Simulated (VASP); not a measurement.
# Si2Mo (C222) in VASP: a series of runs, part 2 of 2

VASP 6.6.1. The steps go on from the part before.

## Step 4: Single point, PBEsol (strain +0.0100 x Voigt [1, -1, 0, 0, 0, 0])

Contents of INCAR:

```
SYSTEM = Si2Mo
PREC = Accurate
ENCUT = 520
EDIFF = 1E-7
ISMEAR = 0
SIGMA = 0.15
LREAL = .False.
LASPH = .True.
NELM = 60
ALGO = Normal
ISIF = 2
LWAVE = .False.
LCHARG = .False.
GGA = PS
NBANDS = 43
```

Contents of KPOINTS:

```
Automatic mesh
0
Gamma
  12 12 6
  0 0 0
```

Contents of POSCAR:

```
Si2Mo
1.0
    4.6201847948      0.0000000000      0.0000000000
   -2.3100923974      3.9219657707      0.0000000000
    0.0000000000      0.0000000000      6.5665572496
Si Mo
6 3
Direct
    0.1641680652      0.8358319348      0.8333333333
    0.3283361304      0.1641680652      0.1666666667
    0.8358319348      0.6716638696      0.5000000000
    0.8358319348      0.1641680652      0.8333333333
    0.6716638696      0.8358319348      0.1666666667
    0.1641680652      0.3283361304      0.5000000000
    0.5000000000      0.0000000000      0.5000000000
    0.0000000000      0.5000000000      0.1666666667
    0.5000000000      0.5000000000      0.8333333333
```

Potentials or basis: VASP PAW PBE potentials, release 64 (Si, Mo_sv).

The run is started by

```console
$ cat potpaw_PBE.64/Si/POTCAR potpaw_PBE.64/Mo_sv/POTCAR > POTCAR
$ mpirun -np 1 vasp_std > vasp.out
```

OUTCAR:

```text
SYSTEM = Si2Mo
   PREC = Accurate
   ENCUT = 520
   EDIFF = 1E-7
   ISMEAR = 0
   LREAL = .False.
   LASPH = .True.
   NELM = 60
   ISIF = 2
   GGA = PS

 ion  position               nearest neighbor table
   1  0.164  0.836  0.833-   2 2.54   3 2.55   8 2.55   7 2.57   9 2.60   4 2.61   4 2.63   9 2.64
                             9 2.67   4 2.68   6 3.13
   2  0.328  0.164  0.167-   1 2.54   6 2.55   9 2.55   7 2.57   8 2.60   5 2.61   5 2.63   8 2.64
                             8 2.67   5 2.68   3 3.13
   3  0.836  0.672  0.500-   5 2.55   1 2.55   9 2.56   8 2.56   6 2.58   7 2.63   7 2.64   7 2.64
                             6 2.67   6 2.67   4 3.13   2 3.13
   4  0.836  0.164  0.833-   5 2.54   6 2.55   8 2.55   7 2.57   9 2.60   1 2.61   1 2.63   9 2.64
                             9 2.67   1 2.68   3 3.13
   5  0.672  0.836  0.167-   4 2.54   3 2.55   9 2.55   7 2.57   8 2.60   2 2.61   2 2.63   8 2.64
                             8 2.67   2 2.68   6 3.13
   6  0.164  0.328  0.500-   2 2.55   4 2.55   9 2.56   8 2.56   3 2.58   7 2.63   7 2.64   7 2.64
                             3 2.67   3 2.67   5 3.13   1 3.13
   7  0.500  0.000  0.500-   1 2.57   4 2.57   2 2.57   5 2.57   3 2.63   6 2.63   6 2.64   3 2.64
                             6 2.64   3 2.64   8 3.16   9 3.16   9 3.16   8 3.16
   8  0.000  0.500  0.167-   1 2.55   4 2.55   3 2.56   6 2.56   2 2.60   5 2.60   2 2.64   5 2.64
                             5 2.67   2 2.67   7 3.16   7 3.16   9 3.18   9 3.18
   9  0.500  0.500  0.833-   2 2.55   5 2.55   3 2.56   6 2.56   4 2.60   1 2.60   1 2.64   4 2.64
                             1 2.67   4 2.67   7 3.16   7 3.16   8 3.18   8 3.18

  Warning from LATTYP: Monoclinic adjustment (A1->A3, A2->A1, A3->A2)!
  LATTYP: Found a base centered orthorhombic cell.
 ALAT       =     4.6201847948
 B/A-ratio  =     1.6977527718
 C/A-ratio  =     1.4212758886

  Lattice vectors:

 A1 = (   2.3100923974,  -3.9219657707,   0.0000000000)
 A2 = (   2.3100923974,   3.9219657707,   0.0000000000)
 A3 = (   0.0000000000,   0.0000000000,   6.5665572496)

Analysis of symmetry for initial positions (statically):
=====================================================================
 Subroutine PRICEL returns:
[... 168 lines left out ...]
 non-spin polarized calculation
 Gauss-broadening in eV      SIGMA  =   0.15
  energy-cutoff  :      520.00
  volume of cell :      118.99
 maximum number of plane-waves:      3248
 NGX is ok and might be reduce to    36
   NGX = 17   NGY = 17   NGZ = 25

 number of electron      65.9999997 magnetization

 Free energy of the ion-electron system (eV)
  ---------------------------------------------------
  ext. energy  EPLUGINS =         0.00000000
  ---------------------------------------------------
  free energy    TOTEN  =       -74.96161016 eV

  energy without entropy =      -74.95952146  energy(sigma->0) =      -74.96056581

 E-fermi :  12.9639     XC(G=0): -12.5760

 val. band max:       12.9513326646   @ k =   0.5000   0.0000   0.5000
 cond. band min:      12.9718514208   @ k =   0.5000   0.0000   0.0000
 fundamental gap:      0.0205187562
 Fermi energy:        12.9639157682

 k-point     1 :       0.0000    0.0000    0.0000
  band No.  band energies     occupation
      1     -48.1066      2.00000
      2     -48.0744      2.00000
      3     -48.0661      2.00000
      4     -22.3899      2.00000
      5     -22.3866      2.00000
      6     -22.3823      2.00000
[... 1093 lines left out ...]
     42      16.0897      0.00000
     43      16.5038      0.00000

 [... further k-points ...]

------------------------ aborting loop because EDIFF is reached ----------------------------------------

  FORCE on cell =-STRESS in cart. coord.  units (eV):
  Direction    XX          YY          ZZ          XY          YZ          ZX
  --------------------------------------------------------------------------------------
  -------------------------------------------------------------------------------------
  Total       -2.3326896      3.0736961      0.2967815      0.0000000      0.0000000      0.0000000
  in kB      -31.4099068     41.3876368      3.9961932      0.0000000      0.0000000      0.0000000
  external PRESSURE =       4.6579744 kB  Pullay stress =       0.0000000 kB

 VOLUME and BASIS-vectors are now :
 -----------------------------------------------------------------------------
  energy-cutoff  :      520.00
  volume of cell :      118.99
      direct lattice vectors                 reciprocal lattice vectors
     4.620184795  0.000000000  0.000000000     0.216441559  0.127487089  0.000000000
    -2.310092397  3.921965771  0.000000000     0.000000000  0.254974178  0.000000000
     0.000000000  0.000000000  6.566557250     0.000000000  0.000000000  0.152286801

 POSITION                                       TOTAL-FORCE (eV/Angst)
 -----------------------------------------------------------------------------------
     -1.17236      3.27810      5.47213        -0.011107      0.008095     -0.008714
      1.13773      0.64386      1.09443        -0.011107     -0.008095      0.008714
      2.31009      2.63424      3.28328         0.000000     -0.023327     -0.000000
      3.48245      0.64386      5.47213         0.011107     -0.008095     -0.008714
      1.17236      3.27810      1.09443         0.011107      0.008095      0.008714
      0.00000      1.28772      3.28328        -0.000000      0.023327     -0.000000
      2.31009      0.00000      3.28328        -0.000000      0.000000     -0.000000
     -1.15505      1.96098      1.09443        -0.000000      0.000000      0.006671
      1.15505      1.96098      5.47213        -0.000000      0.000000     -0.006671
 -----------------------------------------------------------------------------------
    total drift:                               -0.000000     -0.000000     -0.000000

  FREE ENERGIE OF THE ION-ELECTRON SYSTEM (eV)
  ---------------------------------------------------
  free  energy   TOTEN  =       -74.9616101639 eV

  energy  without entropy=      -74.9595214555  energy(sigma->0) =      -74.96056581
```

stdout:

```text
POSCAR found type information on POSCAR SiMo
 POSCAR found :  2 types and       9 ions
 scaLAPACK will be used
 -----------------------------------------------------------------------------
|                                                                             |
|                                                                             |
|     You enforced a specific xc type in the INCAR file but a different       |
|     I HOPE YOU KNOW WHAT YOU ARE DOING!                                     |
|                                                                             |
 -----------------------------------------------------------------------------

 LDA part: xc-table for (Slater+PW92), standard interpolation
 POSCAR, INCAR and KPOINTS ok, starting setup
 FFT: planning ... GRIDC
 FFT: planning ... GRID_SOFT
 FFT: planning ... GRID
 WAVECAR not read
 entering main loop
```

Run time: 19 min. Hardware: 1 thread of Oxide Virtual Turin-like, shared host; peak memory 0.67 GiB.

What came out:

```yaml
Free_energy: -74.9616 eV
Pressure: 0.5 GPa
Largest_force: 0.023 eV/Å
Band_gap_on_the_k_mesh: 0.02 eV (least direct gap 0.51 eV)
```

Forces on the atoms (eV/Å):
```
Si  -0.011  0.008 -0.009
Si  -0.011 -0.008  0.009
Si   0.000 -0.023  0.000
Si   0.011 -0.008 -0.009
Si   0.011  0.008  0.009
Si   0.000  0.023  0.000
Mo   0.000  0.000  0.000
Mo   0.000  0.000  0.007
Mo   0.000  0.000 -0.007
```

Stress tensor (GPa, compression positive):
```
-3.14  0.00  0.00
 0.00  4.14  0.00
 0.00  0.00  0.40
```

Caveat: the cell differs from its parent crystal (strain +0.0100 x Voigt [1, -1, 0, 0, 0, 0]); the stress differs along the axes, from -3 to 4 GPa; the PAW data sets were made with another functional, which shifts forces and pressure a little. A k mesh can miss the band edges.

## Step 5: The runs side by side

```tsv
cell	gap on the mesh (eV)	pressure (GPa)	largest force (eV/Å)
a = 4.483, b = 4.621, c = 6.567 Å, angles 90.0, 90.0, 119.0°, 9 atoms	none	0.7	0.06
a = 4.666, b = 4.529, c = 6.567 Å, angles 90.0, 90.0, 121.0°, 9 atoms	none	0.7	0.05
a = 4.620, b = 4.552, c = 6.567 Å, angles 90.0, 90.0, 120.5°, 9 atoms	0.02	0.5	0.02
```

Alike in all rows: task single point; level PBEsol; potentials or basis VASP PAW PBE potentials, release 64 (Si, Mo_sv); no spin polarisation; k mesh 12 × 12 × 6; cutoff (eV) 520; smearing gaussian 0.15 eV.

Caveats: the PAW data sets were made with another functional, which shifts forces and pressure a little; the stress differs along the axes, from -6 to 8 GPa (at least some runs); the stress differs along the axes, from -3 to 4 GPa (at least some runs).

Total energies depend on the potentials used, so only differences within one code and one set of settings carry meaning.

The gap in the log of VASP goes by the Fermi energy; the results here count the filled bands.